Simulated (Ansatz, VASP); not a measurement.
## SnSe: VASP beside Ansatz

The input INCAR:

```
PREC     = Accurate       # precision mode
ENCUT    = 520            # plane-wave cutoff, eV
EDIFF    = 1E-8           # SCF threshold, eV
ISMEAR   = -1             # smearing method
SIGMA    = 0.02           # smearing width, eV
LREAL    = F              # projectors in reciprocal space
LASPH    = T              # aspherical terms in the spheres
NELM     = 60             # most SCF steps
ALGO     = Normal         # electronic algorithm
ISIF     = 2              # what is computed and relaxed
LWAVE    = F              # write WAVECAR
LCHARG   = F              # write CHGCAR
LEFG     = T            
NBANDS   = 17             # bands
```

File KPOINTS:

```
regular mesh
0
Gamma
  9 9 9
```

POSCAR

```
SnSe
1.0
    0.0000000000      3.0401000000      3.0100000000
    3.0401000000      0.0000000000      3.0100000000
    3.0401000000      3.0401000000      0.0000000000
Sn Se
1 1
Direct
    0.0000000000      0.0000000000      0.0000000000
    0.5000000000      0.5000000000      0.5000000000
```

Input for Ansatz:

```yaml
crystal:
  lattice:
    - [0.0, 3.0401, 3.01]
    - [3.0401, 0.0, 3.01]
    - [3.0401, 3.0401, 0.0]
  atoms:
    - { symbol: Sn, position: [0.0, 0.0, 0.0] }
    - { symbol: Se, position: [0.5, 0.5, 0.5] }
kpoints:
  mp_grid: { grid: [9, 9, 9] }
scf:
  occupations: { method: fermi_dirac, width: 0.02 }
hamiltonian:
  xc: lda
  pseudopotentials: { kind: all_electron, datasets: crystal }
output:
  forces: true
  stress: true
  eigenvalues: true
  efg: { contact_densities: true }
```

Change from the starting cell: equal xx and yy strain of +1 %, crystal datasets.

Alike in both runs: task electric field gradients; functional LDA; k mesh 9 × 9 × 9; occupations fermi-dirac, width 0.02 eV; no spin polarisation.

|  | VASP | Ansatz |
| --- | --- | --- |
| version | VASP 6.6.1 | Ansatz 0.2.0 |
| potentials or method | VASP PAW LDA potentials, release 64 (Sn_d, Se), cutoff 520 eV | all-electron PAW with datasets made for the crystal, scalar-relativistic |

Ansatz gave:

```
pressure (GPa)                                                : -4.1
traceless stress, the component that is largest in VASP (GPa) : 0.68
size of Vzz on the site where it differs most (V/Å²)          : 14.6
```

Question: What did VASP give for the same quantities?

Answer: Pressure (GPa): -4.0; traceless stress, the component that is largest in VASP (GPa): 0.68; size of Vzz on the site where it differs most (V/Å²): 14.2.

LDA's correlation is that of Perdew and Zunger in VASP and of Perdew and Wang (1992) in Ansatz. Ansatz ran all-electron here, and VASP with PAW potentials.
